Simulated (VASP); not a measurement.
Set up this calculation in VASP 6.6.1, as the native input.

| Property | Result |
| --- | --- |
| Task | single point |
| Functional | PBE |
| Potentials or basis | VASP PAW PBE potentials, release 64 (Ba_sv, Ti_sv, O_h) |
| Cutoff | 910 eV |
| k mesh | 7 × 7 × 7 |
| Occupations | fermi-dirac, width 0.05 eV |
| Spin | no spin polarisation |
| Dipole correction | no |
| Further INCAR settings | ALGO = Normal; EDIFF = 1e-06; NBANDS = 28 |

The structure of BaTiO3 lies in POSCAR:

```
BaTiO3
1.0
    2.8632821885      1.6531167423      2.3563302769
   -2.8632821885      1.6531167423      2.3563302769
    0.0000000000     -3.3062334846      2.3563302769
Ba Ti O
1 1 3
Direct
   -0.0054260867     -0.0054260867     -0.0054260867
    0.4803369935      0.4803369935      0.4803369935
    0.5112043537      0.0218803858      0.5112043537
    0.0218803858      0.5112043537      0.5112043537
    0.5112043537      0.5112043537      0.0218803858
```

The input as run:

INCAR

```
PREC = Accurate
ENCUT = 910
EDIFF = 1E-6
ISMEAR = -1
SIGMA = 0.05
LREAL = False
LASPH = True
NELM = 120
ALGO = Normal
ISIF = 2
LWAVE = False
LCHARG = True
GGA = PE
LELF = True
LVHAR = True
NBANDS = 28
GGA_COMPAT = False
```

KPOINTS

```
Automatic mesh
0
Gamma
  7 7 7
```

Potentials or basis: VASP PAW PBE potentials, release 64 (Ba_sv, Ti_sv, O_h).

Command:

```console
$ cat potpaw_PBE.64/Ba_sv/POTCAR potpaw_PBE.64/Ti_sv/POTCAR potpaw_PBE.64/O_h/POTCAR > POTCAR
$ mpirun -np 1 vasp_std > vasp.out
```

Results of the run:

```yaml
Pressure: 1.2 GPa
Largest_force: 0.053 eV/Å
Band_gap_on_the_k_mesh: 2.65 eV (least direct gap 3.13 eV)
```

Caveat: the cutoff is under 1.25 times the usual one of these potentials, so pressure, stress and relaxed cells hold a basis-set (Pulay) error; spin-orbit coupling is left out, which moves the levels of the heavy elements; an odd mesh through Γ misses points on the zone boundary, where band edges can lie.

It took 76 s on 1 thread of Intel(R) Xeon(R) 6975P-C (Granite Rapids), on a shared host, peak memory 0.37 GiB.
